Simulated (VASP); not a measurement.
# Sr2V (I4/mmm) in VASP: a series of runs

Sr2V is run at these levels: PBE; tasks: single point.

Program: VASP 6.6.1. These are calculated values, not measurements. Logs are shortened: lines on timing, memory, paths and dates and some standing lists are left out, and cuts for length are marked.

## (1) The cell of the first run

It takes space group I4/mmm (No. 139, tetragonal). Conventional cell: a = 4.646 Å, b = 4.646 Å, c = 7.619 Å, α = 90.00°, β = 90.00°, γ = 90.00°. Within 1.9 Å of Sr (site symmetry 4mm) lie 1 Sr at 1.42 Å. V (site symmetry 4/mmm) has 10 Sr at 3.10 to 3.36 Å within 4.1 Å.

## (2) Single point, PBE, collinear spin, ferromagnetic start

The input, INCAR:

```
SYSTEM = Sr2V
PREC = Accurate
ENCUT = 520
EDIFF = 1E-6
ISMEAR = 0
SIGMA = 0.1
LREAL = .FALSE.
LASPH = .TRUE.
NELM = 150
ALGO = Normal
ISIF = 2
LWAVE = .FALSE.
LCHARG = .TRUE.
ISPIN = 2
MAGMOM = 0 0 2
LORBIT = 11
LMAXMIX = 4
GGA = PE
LELF = .TRUE.
LVHAR = .TRUE.
NBANDS = 28
```

The input, KPOINTS:

```
Automatic mesh
0
G
  6 6 6
  0 0 0
```

The input, POSCAR:

```
Sr2V
1.0
   -2.3228629472      2.3228629472      3.8097340882
    2.3228629472     -2.3228629472      3.8097340882
    2.3228629472      2.3228629472     -3.8097340882
Sr V
2 1
Direct
    0.5930000000      0.5930000000      0.0000000000
    0.4070000000      0.4070000000      0.0000000000
    0.0000000000      0.0000000000      0.0000000000
```

Potentials or basis: VASP PAW PBE potentials, release 64 (Sr_sv, V_sv).

Command:

```console
> cat potpaw_PBE.64/Sr_sv/POTCAR potpaw_PBE.64/V_sv/POTCAR > POTCAR
> mpirun -np 1 vasp_std > vasp.out
```

OUTCAR:

```text
SYSTEM = Sr2V
   PREC = Accurate
   ENCUT = 520
   EDIFF = 1E-6
   ISMEAR = 0
   LREAL = .FALSE.
   LASPH = .TRUE.
   NELM = 150
   ISIF = 2
   ISPIN = 2
   LORBIT = 11
   GGA = PE

 ion  position               nearest neighbor table
   1  0.593  0.593  0.000-   2 1.42   3 3.10   3 3.36   3 3.36   3 3.36   3 3.36   2 4.06   2 4.06
                             2 4.06   2 4.06   2 4.86   2 4.86   2 4.86   2 4.86
   2  0.407  0.407  0.000-   1 1.42   3 3.10   3 3.36   3 3.36   3 3.36   3 3.36   1 4.06   1 4.06
                             1 4.06   1 4.06   1 4.86   1 4.86   1 4.86   1 4.86
   3  0.000  0.000  0.000-   1 3.10   2 3.10   1 3.36   2 3.36   1 3.36   1 3.36   1 3.36   2 3.36
                             2 3.36   2 3.36

 -----------------------------------------------------------------------------
|                                                                             |
|           W    W    AA    RRRRR   N    N  II  N    N   GGGG   !!!           |
|           W    W   A  A   R    R  NN   N  II  NN   N  G    G  !!!           |
|           W    W  A    A  R    R  N N  N  II  N N  N  G       !!!           |
|           W WW W  AAAAAA  RRRRR   N  N N  II  N  N N  G  GGG   !            |
|           WW  WW  A    A  R   R   N   NN  II  N   NN  G    G                |
|           W    W  A    A  R    R  N    N  II  N    N   GGGG   !!!           |
|                                                                             |
|     The distance between some ions is very small. Please check the          |
|     nearest-neighbor list in the OUTCAR file.                               |
|     I HOPE YOU KNOW WHAT YOU ARE DOING!                                     |
|                                                                             |
 -----------------------------------------------------------------------------

  LATTYP: Found a body centered tetragonal cell.
 ALAT       =     4.6457258944
 C/A-ratio  =     1.6401028278

  Lattice vectors:

 A1 = (  -2.3228629472,   2.3228629472,   3.8097340882)
 A2 = (   2.3228629472,  -2.3228629472,   3.8097340882)
 A3 = (   2.3228629472,   2.3228629472,  -3.8097340882)

Analysis of symmetry for initial positions (statically):
=====================================================================
 Subroutine PRICEL returns:
 Original cell was already a primitive cell.

 Routine SETGRP: Setting up the symmetry group for a
 body centered tetragonal supercell.

 Subroutine GETGRP returns: Found 16 space group operations
 (whereof 16 operations were pure point group operations)
 out of a pool of 16 trial point group operations.

The static configuration has the point symmetry D_4h.

Analysis of symmetry for dynamics (positions and initial velocities):
=====================================================================
 Subroutine PRICEL returns:
 Original cell was already a primitive cell.

 Routine SETGRP: Setting up the symmetry group for a
 body centered tetragonal supercell.

 Subroutine GETGRP returns: Found 16 space group operations
 (whereof 16 operations were pure point group operations)
 out of a pool of 16 trial point group operations.

The dynamic configuration has the point symmetry D_4h.

Analysis of structural, dynamic, and magnetic symmetry:
=====================================================================
 Subroutine PRICEL returns:
 Original cell was already a primitive cell.

 Routine SETGRP: Setting up the symmetry group for a
 body centered tetragonal supercell.

 Subroutine GETGRP returns: Found 16 space group operations
 (whereof 16 operations were pure point group operations)
 out of a pool of 16 trial point group operations.

The overall configuration has the point symmetry D_4h.

 Subroutine INISYM returns: Found 16 space group operations
 (whereof 16 operations are pure point group operations),
 and found     1 'primitive' translations

----------------------------------------------------------------------------------------

                                     Primitive cell

  volume of cell :      82.2246

  direct lattice vectors                    reciprocal lattice vectors
    -2.322862947  2.322862947  3.809734088     0.000000000  0.215251615  0.131242756
     2.322862947 -2.322862947  3.809734088     0.215251615  0.000000000  0.131242756
[... 48 lines left out ...]
  0.166667  0.166667  0.000000      8.000000
  0.333333  0.166667  0.000000     16.000000
[... 16 lines left out ...]
 -0.333333 -0.333333  0.166667      8.000000
 -0.166667 -0.333333  0.166667      8.000000
 [... further k-points ...]
   k-points           NKPTS =     30   k-points in BZ     NKDIM =     30   number of bands    NBANDS=     28
   number of dos      NEDOS =    301   number of ions     NIONS =      3
   total plane-waves  NPLWV =  64000
   dimension x,y,z NGX =    40 NGY =   40 NGZ =   40
   dimension x,y,z NGXF=    80 NGYF=   80 NGZF=   80
   ions per type =               2   1
   NGX,Y,Z   is equivalent  to a cutoff of  13.22, 13.22, 13.22 a.u.
   NGXF,Y,Z  is equivalent  to a cutoff of  26.44, 26.44, 26.44 a.u.
 SYSTEM =  Sr2V
   PREC   = accura    normal or accurate (medium, high low for compatibility)
   ISTART =      0    job   : 0-new  1-cont  2-samecut
   ICHARG =      2    charge: 1-file 2-atom 10-const
   ISPIN  =      2    spin polarized calculation?
   LNONCOLLINEAR =      F non collinear calculations
   LSORBIT =      F    spin-orbit coupling
   LASPH  =      T    aspherical Exc in radial PAW
   ENCUT  =  520.0 eV  38.22 Ry    6.18 a.u.   9.35  9.35  9.35*2*pi/ulx,y,z
   NELM   =    150;   NELMIN=  2; NELMDL= -5     # of ELM steps
   EDIFF  = 0.1E-05   stopping-criterion for ELM
   LREAL  =      F    real-space projection
   EDIFFG = 0.1E-04   stopping-criterion for IOM
   NSW    =      0    number of steps for IOM
   IBRION =     -1    ionic relax: 0-MD 1-quasi-New 2-CG
   NFREE  =      0    steps in history (QN), initial steepest desc. (CG)
   ISIF   =      2    stress and relaxation
   ISYM   =      2    0-nonsym 1-usesym 2-fastsym
   POTIM  = 0.5000    time-step for ionic-motion
   TEBEG  =    0.0;   TEEND  =   0.0 temperature during run
   PSTRESS=    0.0 pullay stress
   NELECT =      33.0000    total number of electrons
   NUPDOWN=      -1.0000    fix difference up-down
   EMIN   =  10.00;   EMAX   =-10.00  energy-range for DOS
   EFERMI =   0.00;   METHOD = LEGACY
   ISMEAR =     0;   SIGMA  =   0.10  broadening in eV -4-tet -1-fermi 0-gaus
   EFERMI_NEDOS =   21; number of points for ismear=-14 and -15
   IALGO  =     38    algorithm
   IMIX   =      4    mixing-type and parameters
     AMIX     =   0.40;   BMIX     =  1.00
     AMIX_MAG =   1.60;   BMIX_MAG =  1.00
  volume/ion in A,a.u.               =      27.41       184.96
  Fermi-wavevector in a.u.,A,eV,Ry     =   1.207570  2.281976 19.840349  1.458225
  Thomas-Fermi vector in A             =   2.343203
   LORBIT       =     11    0 simple, 1 ext, 2 COOP (PROOUT), +10 PAW based schemes
   GGA     = PE    functional components
   LHFCALC =     F    Hartree Fock is set to
   AEXX    =    0.0000 exact exchange contribution
   IVDW    =     0    specifies the selected vdW correction
   LEPSILON=     F    determine dielectric tensor
   LRPA    =     F    only Hartree local field effects (RPA)
 spin polarized calculation
 Gauss-broadening in eV      SIGMA  =   0.10
  energy-cutoff  :      520.00
  volume of cell :       82.22
 maximum number of plane-waves:      2255
 NGX is ok and might be reduce to    40
   NGX = 19   NGY = 19   NGZ = 19

 number of electron      33.0000003 magnetization      -2.1467875

 number of electron      33.0000003 magnetization       3.1421744

 Free energy of the ion-electron system (eV)
  ---------------------------------------------------
  ext. energy  EPLUGINS =         0.00000000
  ---------------------------------------------------
  free energy    TOTEN  =        43.56900985 eV

  energy without entropy =       43.58799913  energy(sigma->0) =       43.57850449

 E-fermi :   2.9562     XC(G=0):  -9.2535

 val. band max:        2.9449549873   @ k =   0.3333   0.1667   0.1667
 cond. band min:       2.9574074308   @ k =   0.5000   0.5000   0.5000
 fundamental gap:      0.0124524435
 Fermi energy:         2.9562035133

 spin component 1

 k-point     1 :       0.0000    0.0000    0.0000
  band No.  band energies     occupation
      1     -61.8140      1.00000
      2     -44.7780      1.00000
      3     -35.7690      1.00000
      4     -35.6585      1.00000
      5     -35.6585      1.00000
      6     -28.7069      1.00000
[... 733 lines left out ...]
     27       9.6117      0.00000
     28      10.9193      0.00000

 [... further k-points ...]

 spin component 2

 k-point     1 :       0.0000    0.0000    0.0000
  band No.  band energies     occupation
      1     -59.1906      1.00000
      2     -44.8321      1.00000
      3     -33.1765      1.00000
      4     -33.1765      1.00000
      5     -32.9173      1.00000
      6     -28.7405      1.00000
[... 733 lines left out ...]
     27      10.1851      0.00000
     28      10.9776      0.00000

 [... further k-points ...]

------------------------ aborting loop because EDIFF is reached ----------------------------------------

  FORCE on cell =-STRESS in cart. coord.  units (eV):
  Direction    XX          YY          ZZ          XY          YZ          ZX
  --------------------------------------------------------------------------------------
  -------------------------------------------------------------------------------------
  Total       -3.9083747     -3.9083747    234.1195823      0.0000000      0.0000000      0.0000000
  in kB      -76.1561439    -76.1561439   4561.9077093      0.0000000      0.0000000      0.0000000
  external PRESSURE =    1469.8651405 kB  Pullay stress =       0.0000000 kB

 VOLUME and BASIS-vectors are now :
 -----------------------------------------------------------------------------
  energy-cutoff  :      520.00
  volume of cell :       82.22
      direct lattice vectors                 reciprocal lattice vectors
    -2.322862947  2.322862947  3.809734088     0.000000000  0.215251615  0.131242756
     2.322862947 -2.322862947  3.809734088     0.215251615  0.000000000  0.131242756
     2.322862947  2.322862947 -3.809734088     0.215251615  0.215251615  0.000000000

 POSITION                                       TOTAL-FORCE (eV/Angst)
 -----------------------------------------------------------------------------------
      0.00000      0.00000      4.51834         0.000000      0.000000    166.743322
      0.00000      0.00000      3.10112        -0.000000     -0.000000   -166.743322
      0.00000      0.00000      0.00000         0.000000      0.000000     -0.000000
 -----------------------------------------------------------------------------------
    total drift:                                0.000000     -0.000000      0.000000

  FREE ENERGIE OF THE ION-ELECTRON SYSTEM (eV)
  ---------------------------------------------------
  free  energy   TOTEN  =        43.5690098484 eV

  energy  without entropy=       43.5879991255  energy(sigma->0) =       43.57850449

 total charge

# of ion       s       p       d       tot
------------------------------------------
    1        2.273   6.370   2.499  11.142
    2        2.273   6.370   2.499  11.142
    3        2.243   6.037   3.027  11.307
--------------------------------------------------
tot          6.789  18.777   8.025  33.591

 magnetization (x)

# of ion       s       p       d       tot
------------------------------------------
    1       -0.004   0.012  -0.101  -0.093
    2       -0.004   0.012  -0.101  -0.093
    3        0.052   0.012   2.635   2.700
--------------------------------------------------
tot          0.044   0.037   2.433   2.513
```

Wall time 6.5 min (1 thread of Intel Xeon 6975P-C (Granite Rapids), shared host); peak memory 0.35 GiB.

What came out:

| Property | Result |
| --- | --- |
| Free energy | 43.5690 eV |
| Pressure | 147.0 GPa |
| Largest force | 166.743 eV/Å |
| Net moment | 3.14 μB per cell |
| Site moments | Sr -0.09; V +2.70 μB |

Forces on the atoms (eV/Å):
```
Sr     0.000    0.000  166.743
Sr     0.000    0.000 -166.743
V      0.000    0.000    0.000
```

Levels at points of the mesh, in eV from the Fermi level:
Spin up:
```csv
k point,band 14,band 15,band 16,band 17,band 18,band 19,band 20,band 21,band 22,band 23
"(0.00, 0.00, 0.00)",-1.36,-1.27,-0.99,-0.49,-0.49,1.89,2.64,2.74,2.74,3.18
"(0.50, 0.00, 0.00)",-1.62,-0.71,-0.60,-0.29,0.05,0.11,0.41,0.92,2.00,2.23
"(0.50, 0.50, 0.00)",-1.77,-1.19,-0.77,-0.39,-0.35,0.16,1.98,2.01,2.14,3.03
"(0.50, 0.50, 0.50)",-1.90,-1.08,-0.31,-0.31,-0.29,0.35,0.53,0.53,1.61,2.95
```
Spin down:
```tsv
k point	band 12	band 13	band 14	band 15	band 16	band 17	band 18	band 19
(0.00, 0.00, 0.00)	-5.17	-3.73	-0.63	-0.45	0.53	2.00	2.00	2.74
(0.50, 0.00, 0.00)	-5.56	-2.19	-0.88	0.10	0.98	0.99	1.09	1.90
(0.50, 0.50, 0.00)	-5.34	-1.56	-1.13	-0.94	1.28	1.67	1.82	2.20
(0.50, 0.50, 0.50)	-5.64	-3.57	-1.45	0.00	0.67	0.71	0.71	1.89
```

Caveat: atoms lie so close that the PAW spheres overlap strongly, which falsifies energies and pressures; the cell stands under pressure; forces of over 1 eV/Å act on the atoms, so gaps and moduli don't describe the material at rest.

## (3) Single point, PBE, collinear spin, ferromagnetic start

This run uses another cell than the first one, of 38.62 Å³/atom.

The input, INCAR:

```
ALGO = Normal
EDIFF = 1E-6
ENCUT = 520
GGA = PE
ISIF = 2
ISMEAR = 0
ISPIN = 2
LASPH = T
LCHARG = F
LMAXMIX = 4
LORBIT = 11
LREAL = F
LWAVE = F
MAGMOM = 0 0 3.11
NBANDS = 28
NELM = 150
PREC = Accurate
SIGMA = 0.1
```

The input, KPOINTS:

```
k-points
0
Gamma
  6 6 6
```

The input, POSCAR:

```
Sr2V
1.0
   -2.0142782190      2.0142782190      7.1389798439
    2.0142782190     -2.0142782190      7.1389798439
    2.0142782190      2.0142782190     -7.1389798439
Sr V
2 1
Direct
    0.6371888251      0.6371888251      0.0000000000
    0.3628111749      0.3628111749      0.0000000000
    0.0000000000      0.0000000000      0.0000000000
```

Potentials or basis: VASP PAW PBE potentials, release 64 (Sr_sv, V_sv).

Command:

```console
> cat potpaw_PBE.64/Sr_sv/POTCAR potpaw_PBE.64/V_sv/POTCAR > POTCAR
> mpirun -np 1 vasp_std > vasp.out
```

It took 6.7 min on 1 thread of Intel Xeon 6975P-C (Granite Rapids), shared host; peak memory 0.7 GiB.

Results (log left out):

| Property | Result |
| --- | --- |
| Free energy | -10.3725 eV |
| Pressure | 0.1 GPa |
| Net moment | 4.57 μB per cell |
| Site moments | Sr +0.09; V +3.00 μB |
| Valence electrons inside the program's atomic spheres | Sr 7.98; V 11.33 |

Forces in eV/Å, atoms in the order of the input:
```
Sr   0.000  0.000  0.003
Sr   0.000  0.000 -0.003
V    0.000  0.000  0.000
```

Stress tensor (GPa, compression positive):
```
0.04 0.00 0.00
0.00 0.04 0.00
0.00 0.00 0.14
```

Levels at points of the mesh, in eV from the Fermi level:
Spin up:
```tsv
k point	band 17	band 18	band 19	band 20	band 21	band 22
(0.00, 0.00, 0.00)	-0.35	-0.35	-0.28	0.40	1.25	2.46
(0.50, 0.00, 0.00)	-0.63	-0.49	0.32	0.51	0.66	1.52
(0.50, 0.50, 0.00)	-0.32	-0.29	-0.19	0.48	0.59	1.34
(0.50, 0.50, 0.50)	-0.36	-0.36	-0.28	1.78	1.89	1.94
```
Spin down:
```csv
k point,band 12,band 13,band 14,band 15,band 16,band 17
"(0.00, 0.00, 0.00)",-17.72,-3.64,-0.81,-0.46,0.44,1.35
"(0.50, 0.00, 0.00)",-17.71,-1.13,-1.03,-0.60,0.80,0.90
"(0.50, 0.50, 0.00)",-17.75,-0.56,0.27,0.44,0.58,0.85
"(0.50, 0.50, 0.50)",-17.71,-2.81,-2.61,0.15,0.22,2.23
```
